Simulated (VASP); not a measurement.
# PbS (R3m) in VASP: single point with r2SCAN

Aim: the single point of PbS with r2SCAN.

All numbers are computed with VASP 6.6.1; they aren't measurements. Logs are shortened: lines on timing, memory, paths and dates and some standing lists are left out, and cuts for length are marked.

### Step 1. The cell of the first run

Symmetry: R3m, No. 160, trigonal system. The conventional cell has a = 4.225 Å, b = 4.225 Å, c = 10.356 Å, α = 90.00°, β = 90.00°, γ = 120.00°. Pb (site symmetry 3m) has 6 S at 2.96 to 3.02 Å within 3.9 Å. Within 3.9 Å of S (site symmetry 3m) lie 6 Pb at 2.96 to 3.02 Å.

### Step 2. Single point, r2SCAN

Input file POSCAR:

```
PbS
1.0
    2.1126600000      1.2197500000      3.4519200000
   -2.1126600000      1.2197500000      3.4519200000
    0.0000000000     -2.4394900000      3.4519200000
Pb S
1 1
Direct
    0.9805700000      0.9805700000      0.9805700000
    0.4750400000      0.4750400000      0.4750400000
```

Input file INCAR.step1:

```
SYSTEM = PbS
PREC = Accurate
ENCUT = 550
ISMEAR = 0
SIGMA = 0.01
LREAL = .FALSE.
LASPH = .TRUE.
NELM = 120
NBANDS = 17
GGA = PE
ALGO = Normal
EDIFF = 1E-5
LWAVE = .TRUE.
LCHARG = .FALSE.
GGA_COMPAT = .FALSE.
```

Input file INCAR.step2:

```
SYSTEM = PbS
PREC = Accurate
ENCUT = 550
EDIFF = 1E-6
ISMEAR = 0
SIGMA = 0.01
LREAL = .FALSE.
LASPH = .TRUE.
NELM = 120
ALGO = Normal
ISIF = 2
LWAVE = .FALSE.
LCHARG = .TRUE.
METAGGA = R2SCAN
LMIXTAU = .TRUE.
LELF = .TRUE.
LVHAR = .TRUE.
NBANDS = 17
ISTART = 1
GGA_COMPAT = .FALSE.
```

Input file KPOINTS:

```
Automatic mesh
0
G
  5 5 5
  0 0 0
```

Potentials or basis: VASP PAW PBE potentials, release 64 (Pb_d, S).

Started as:

```sh
$ cat potpaw_PBE.64/Pb_d/POTCAR potpaw_PBE.64/S/POTCAR > POTCAR
$ cp INCAR.step1 INCAR
$ mpirun -np 1 vasp_std > vasp.out
$ cp INCAR.step2 INCAR
$ mpirun -np 1 vasp_std > vasp.out
```

OUTCAR:

```text
SYSTEM = PbS
   PREC = Accurate
   ENCUT = 550
   EDIFF = 1E-6
   ISMEAR = 0
   LREAL = .FALSE.
   LASPH = .TRUE.
   NELM = 120
   ISIF = 2
   METAGGA = R2SCAN
   ISTART = 1

 ion  position               nearest neighbor table
   1  0.981  0.981  0.981-   2 2.96   2 2.96   2 2.96   2 3.02   2 3.02   2 3.02
   2  0.475  0.475  0.475-   1 2.96   1 2.96   1 2.96   1 3.02   1 3.02   1 3.02

  LATTYP: Found a trigonal (rhomboedric) cell.
 ALAT       =     4.2269225241
 COS(alpha) =     0.5003777644

  Lattice vectors:

 A1 = (   2.1126600000,   1.2197500000,   3.4519200000)
 A2 = (  -2.1126600000,   1.2197500000,   3.4519200000)
 A3 = (   0.0000000000,  -2.4394900000,   3.4519200000)

Analysis of symmetry for initial positions (statically):
=====================================================================
 Subroutine PRICEL returns:
 Original cell was already a primitive cell.

 Routine SETGRP: Setting up the symmetry group for a
 trigonal (rhombohedral) supercell.

 Subroutine GETGRP returns: Found  6 space group operations
 (whereof  6 operations were pure point group operations)
 out of a pool of 12 trial point group operations.

The static configuration has the point symmetry C_3v.

Analysis of symmetry for dynamics (positions and initial velocities):
=====================================================================
 Subroutine PRICEL returns:
 Original cell was already a primitive cell.

 Routine SETGRP: Setting up the symmetry group for a
 trigonal (rhombohedral) supercell.

 Subroutine GETGRP returns: Found  6 space group operations
 (whereof  6 operations were pure point group operations)
 out of a pool of 12 trial point group operations.

The dynamic configuration has the point symmetry C_3v.

 Subroutine INISYM returns: Found  6 space group operations
 (whereof  6 operations are pure point group operations),
 and found     1 'primitive' translations

----------------------------------------------------------------------------------------

                                     Primitive cell

  volume of cell :      53.3717

  direct lattice vectors                    reciprocal lattice vectors
     2.112660000  1.219750000  3.451920000     0.236668465  0.136640395  0.096564485
    -2.112660000  1.219750000  3.451920000    -0.236668465  0.136640395  0.096564485
     0.000000000 -2.439490000  3.451920000     0.000000000 -0.273280791  0.096564881

  length of vectors
[... 73 lines left out ...]
   LASPH  =      T    aspherical Exc in radial PAW
   ENCUT  =  550.0 eV  40.42 Ry    6.36 a.u.   8.08  8.08  8.08*2*pi/ulx,y,z
   NELM   =    120;   NELMIN=  2; NELMDL=  0     # of ELM steps
   EDIFF  = 0.1E-05   stopping-criterion for ELM
   LREAL  =      F    real-space projection
   EDIFFG = 0.1E-04   stopping-criterion for IOM
   NSW    =      0    number of steps for IOM
   IBRION =     -1    ionic relax: 0-MD 1-quasi-New 2-CG
   NFREE  =      0    steps in history (QN), initial steepest desc. (CG)
   ISIF   =      2    stress and relaxation
   ISYM   =      2    0-nonsym 1-usesym 2-fastsym
   POTIM  = 0.5000    time-step for ionic-motion
   TEBEG  =    0.0;   TEEND  =   0.0 temperature during run
   PSTRESS=    0.0 pullay stress
   NELECT =      20.0000    total number of electrons
   NUPDOWN=      -1.0000    fix difference up-down
   EMIN   =  10.00;   EMAX   =-10.00  energy-range for DOS
   EFERMI =   0.00;   METHOD = LEGACY
   ISMEAR =     0;   SIGMA  =   0.01  broadening in eV -4-tet -1-fermi 0-gaus
   EFERMI_NEDOS =   21; number of points for ismear=-14 and -15
   IALGO  =     38    algorithm
   IMIX   =      4    mixing-type and parameters
     AMIX     =   0.40;   BMIX     =  1.00
     AMIX_MAG =   1.60;   BMIX_MAG =  1.00
  volume/ion in A,a.u.               =      26.69       180.09
  Fermi-wavevector in a.u.,A,eV,Ry     =   1.180269  2.230385 18.953398  1.393035
  Thomas-Fermi vector in A             =   2.316565
   LORBIT       =      0    0 simple, 1 ext, 2 COOP (PROOUT), +10 PAW based schemes
   METAGGA = R2SCAN    functional components
   LHFCALC =     F    Hartree Fock is set to
   AEXX    =    0.0000 exact exchange contribution
   IVDW    =     0    specifies the selected vdW correction
   LEPSILON=     F    determine dielectric tensor
   LRPA    =     F    only Hartree local field effects (RPA)
 non-spin polarized calculation
 Gauss-broadening in eV      SIGMA  =   0.01
  energy-cutoff  :      550.00
  volume of cell :       53.37
 maximum number of plane-waves:      1584
   NGX = 17   NGY = 17   NGZ = 17

 number of electron      20.0000001 magnetization

 Free energy of the ion-electron system (eV)
  ---------------------------------------------------
  ext. energy  EPLUGINS =         0.00000000
  ---------------------------------------------------
  free energy    TOTEN  =       -65.62020861 eV

  energy without entropy =      -65.62020861  energy(sigma->0) =      -65.62020861

 E-fermi :   5.0822     XC(G=0): -10.1423

 val. band max:        5.0363072107   @ k =   0.4000  -0.0000  -0.0000
 cond. band min:       6.5596775563   @ k =   0.4000  -0.0000  -0.0000
 fundamental gap:      1.5233703456
 Fermi energy:         5.0821617809

 k-point     1 :       0.0000    0.0000    0.0000
  band No.  band energies     occupation
      1     -12.0158      2.00000
      2     -12.0154      2.00000
      3     -12.0154      2.00000
      4     -11.9996      2.00000
      5     -11.9996      2.00000
      6      -8.6126      2.00000
[... 357 lines left out ...]
      4     -11.9855      2.00000
      5     -11.9735      2.00000
      6      -7.2475      2.00000
[... 9 lines left out ...]
     16      15.3855      0.00000
     17      17.7316      0.00000

------------------------ aborting loop because EDIFF is reached ----------------------------------------

  FORCE on cell =-STRESS in cart. coord.  units (eV):
  Direction    XX          YY          ZZ          XY          YZ          ZX
  --------------------------------------------------------------------------------------
  -------------------------------------------------------------------------------------
  Total       -0.0507628     -0.0507629     -0.0440398      0.0000000     -0.0000000      0.0000000
  in kB       -1.5238582     -1.5238628     -1.3220405      0.0000000     -0.0000013      0.0000000
  external PRESSURE =      -1.4565872 kB  Pullay stress =       0.0000000 kB

 VOLUME and BASIS-vectors are now :
 -----------------------------------------------------------------------------
  energy-cutoff  :      550.00
  volume of cell :       53.37
      direct lattice vectors                 reciprocal lattice vectors
     2.112660000  1.219750000  3.451920000     0.236668465  0.136640395  0.096564485
    -2.112660000  1.219750000  3.451920000    -0.236668465  0.136640395  0.096564485
     0.000000000 -2.439490000  3.451920000     0.000000000 -0.273280791  0.096564881

 POSITION                                       TOTAL-FORCE (eV/Angst)
 -----------------------------------------------------------------------------------
      0.00000      0.00001     10.15455         0.000000     -0.000000     -0.007555
      0.00000      0.00000      4.91940         0.000000      0.000000      0.007555
 -----------------------------------------------------------------------------------
    total drift:                                0.000000      0.000001     -0.000022

  FREE ENERGIE OF THE ION-ELECTRON SYSTEM (eV)
  ---------------------------------------------------
  free  energy   TOTEN  =       -65.6202086100 eV

  energy  without entropy=      -65.6202086100  energy(sigma->0) =      -65.62020861
```

OUTCAR.step1:

```text
SYSTEM = PbS
   PREC = Accurate
   ENCUT = 550
   ISMEAR = 0
   LREAL = .FALSE.
   LASPH = .TRUE.
[... 594 lines left out ...]
      0.00000      0.00001     10.15455         0.000000     -0.000000     -0.015393
      0.00000      0.00000      4.91940         0.000000      0.000000      0.015393
 -----------------------------------------------------------------------------------
    total drift:                                0.000000      0.000001      0.000215

  FREE ENERGIE OF THE ION-ELECTRON SYSTEM (eV)
  ---------------------------------------------------
  free  energy   TOTEN  =        -8.7782999740 eV

  energy  without entropy=       -8.7782999740  energy(sigma->0) =       -8.77829997
```

OSZICAR.step1:

```text
N       E                     dE             d eps       ncg     rms          rms(c)
DAV:   1     0.156289156013E+03    0.15629E+03   -0.97554E+03   646   0.132E+03
DAV:   2     0.286110309559E+01   -0.15343E+03   -0.14772E+03   704   0.324E+02
DAV:   3    -0.895715136918E+01   -0.11818E+02   -0.11732E+02   811   0.924E+01
DAV:   4    -0.926522509924E+01   -0.30807E+00   -0.30777E+00   826   0.162E+01
DAV:   5    -0.927584045899E+01   -0.10615E-01   -0.10614E-01   883   0.294E+00    0.455E+00
DAV:   6    -0.877403837824E+01    0.50180E+00   -0.14597E+00  1018   0.800E+00    0.321E+00
DAV:   7    -0.877516012976E+01   -0.11218E-02   -0.14153E-01   738   0.188E+00    0.187E+00
DAV:   8    -0.877863885714E+01   -0.34787E-02   -0.16742E-02   771   0.134E+00    0.296E-01
DAV:   9    -0.877809002931E+01    0.54883E-03   -0.34371E-03   994   0.487E-01    0.882E-02
DAV:  10    -0.877829125956E+01   -0.20123E-03   -0.38144E-04   776   0.110E-01    0.534E-02
DAV:  11    -0.877829997402E+01   -0.87145E-05   -0.40928E-05   874   0.684E-02
   1 F= -.87783000E+01 E0= -.87783000E+01  d E =-.360380E-54
```

Run time: 27 s. Hardware: 1 thread of Intel Xeon 6975P-C (Granite Rapids), shared host; peak memory 0.19 GiB.

What came out:

```
Free energy   : -65.6202 eV
Pressure      : -0.1 GPa
Largest force : 0.008 eV/Å
```

Forces on the atoms (eV/Å):
```
Pb   0.000  0.000 -0.008
S    0.000  0.000  0.008
```

Levels at points of the mesh, in eV from the Fermi level:
```
           k point  band 8  band 9  band 10  band 11  band 12  band 13
(0.00, 0.00, 0.00)   -1.90   -1.90    -1.90     5.77     5.80     5.80
```

Caveat: this odd mesh misses L, so gap, dielectric constants and Born charges aren't listed; the PAW data sets were made with another functional, which shifts forces and pressure a little; spin-orbit coupling is left out, which moves the levels of the heavy elements.
